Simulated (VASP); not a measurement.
Write the native input for VASP 6.6.1 that does the following.

```
Task                   : single point
Functional             : LDA
Potentials or basis    : VASP PAW LDA potentials, release 64 (Li_sv, Au)
Cutoff                 : 520 eV
k mesh                 : 12 × 12 × 12
Occupations            : fermi-dirac, width 0.15 eV
Spin                   : no spin polarisation
Dipole correction      : no
Further INCAR settings : ALGO = Normal; EDIFF = 1e-06; NBANDS = 18
```

The structure of Li3Au lies in POSCAR:

```
Li3Au
1.0
    0.0000000000      3.0707798131      3.0707798131
    3.0707798131      0.0000000000      3.0707798131
    3.0707798131      3.0707798131      0.0000000000
Li Au
3 1
Direct
    0.2500000000      0.2500000000      0.2500000000
    0.7500000000      0.7500000000      0.7500000000
    0.5000000000      0.5000000000      0.5000000000
    0.0000000000      0.0000000000      0.0000000000
```

These files were run (other wordings do the same):

INCAR

```
SYSTEM = Li3Au
PREC = Accurate ; ENCUT = 520
EDIFF = 1E-6 ; ISMEAR = -1
SIGMA = 0.15 ; LREAL = .FALSE.
LASPH = .TRUE. ; NELM = 80
ALGO = Normal ; ISIF = 2
LWAVE = .FALSE. ; LCHARG = .TRUE.
GGA = CA ; LELF = .TRUE.
LVHAR = .TRUE. ; NBANDS = 18
```

KPOINTS

```
regular mesh
0
G
  12 12 12
  0 0 0
```

Potentials or basis: VASP PAW LDA potentials, release 64 (Li_sv, Au).

Run with:

```bash
$ cat potpaw_LDA.64/Li_sv/POTCAR potpaw_LDA.64/Au/POTCAR > POTCAR
$ mpirun -np 1 vasp_std > vasp.out
```

It gave:

The band gap on the k mesh is zero (bands 10 and 11 overlap by 4.78 eV).

Caveat: spin-orbit coupling is left out, which moves the levels of the heavy elements.

Wall time 20 s on 1 thread of Intel(R) Xeon(R) 6975P-C (Granite Rapids) (shared host), peak memory 0.19 GiB.
